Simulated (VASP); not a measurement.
Crystal: KF.

```
K F
1.0
     3.65993    0.00000    0.00000
    -1.82997    3.16960    0.00000
     0.00000    0.00000    6.47881
K F
2 2
Direct
  0.00000 0.00000 0.00000
  0.00000 0.00000 0.50000
  0.33333 0.66667 0.25000
  0.66667 0.33333 0.75000
```

Base run:

| Property | Result |
| --- | --- |
| Program | VASP 6.6.1 |
| Functional | r2SCAN |
| Potentials or basis | VASP PAW PBE potentials, release 64 (K_sv, F) |
| Cutoff | 520 eV |
| k mesh | 6 × 6 × 4 |
| Occupations | gaussian, width 0.01 eV |
| Spin | no spin polarisation |

Its results: band gap on the k mesh 6.87 eV; pressure 0.0 GPa.

Problem. The run is repeated on the same cell with these changes: functional from r2SCAN to PBE; further incar settings from ALGO = Normal; EDIFF = 1e-06; NBANDS = 24 to ALGO = Normal; EDIFF = 1e-07; NBANDS = 24. What comes out?

Solution. Band gap on the k mesh 6.19 eV; pressure 2.1 GPa.

Caveats: the PAW data sets were made with another functional, which shifts forces and pressure a little (at least some runs).

A k mesh can miss the band edges.
